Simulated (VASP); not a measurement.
A run of VASP 6.6.1 is set up as follows.

INCAR

```
  PREC = Accurate
  ENCUT = 520
  EDIFF = 1E-6
  ISMEAR = 0
  SIGMA = 0.02
  LREAL = F
  LASPH = T
  NELM = 80
  ALGO = Normal
  ISIF = 2
  LWAVE = F
  LCHARG = F
  GGA = PS
  NBANDS = 48
```

KPOINTS

```
regular mesh
0
Gamma
  6 6 6
```

The input POSCAR:

```
Li7NbO6
1.0
    2.6394350360      1.5238785285      4.6640306302
   -2.6394350360      1.5238785285      4.6640306302
    0.0000000000     -3.0477570571      4.6640306302
Li Nb O
7 1 6
Direct
    0.4886913712      0.7279130521      0.1296376889
    0.2310186103      0.9292917867      0.4898776430
    0.9292917867      0.4898776430      0.2310186103
    0.6593931845      0.6593931845      0.6593931845
    0.1296376889      0.4886913712      0.7279130521
    0.7279130521      0.1296376889      0.4886913712
    0.4898776430      0.2310186103      0.9292917867
   -0.0007778110     -0.0007778110     -0.0007778110
    0.6291927331      0.8838144878      0.2384679052
    0.0679154005      0.7891929281      0.3872890194
    0.7891929281      0.3872890194      0.0679154005
    0.2384679052      0.6291927331      0.8838144878
    0.8838144878      0.2384679052      0.6291927331
    0.3872890194      0.0679154005      0.7891929281
```

Potentials or basis: VASP PAW PBE potentials, release 64 (Li_sv, Nb_sv, O).

Run with:

```sh
$ cat potpaw_PBE.64/Li_sv/POTCAR potpaw_PBE.64/Nb_sv/POTCAR potpaw_PBE.64/O/POTCAR > POTCAR
$ mpirun -np 1 vasp_std > vasp.out
```

Q: What does it give for the largest force?

A: 0.067 eV/Å.

Q: What does it give for the band gap on the k mesh?

A: 3.96 eV (least direct gap 4.24 eV).

Forces on the atoms (eV/Å):
```
Li  -0.008 -0.006  0.002
Li  -0.010  0.012 -0.001
Li   0.015  0.002 -0.001
Li   0.000  0.000  0.017
Li   0.009 -0.004  0.002
Li  -0.001  0.010  0.002
Li  -0.005 -0.014 -0.001
Nb   0.000  0.000 -0.003
O    0.023  0.027  0.048
O   -0.016  0.037 -0.054
O    0.040 -0.005 -0.054
O   -0.035  0.007  0.048
O    0.012 -0.033  0.048
O   -0.024 -0.032 -0.054
```

Caveat: the PAW data sets were made with another functional, which shifts forces and pressure a little. A k mesh can miss the band edges.
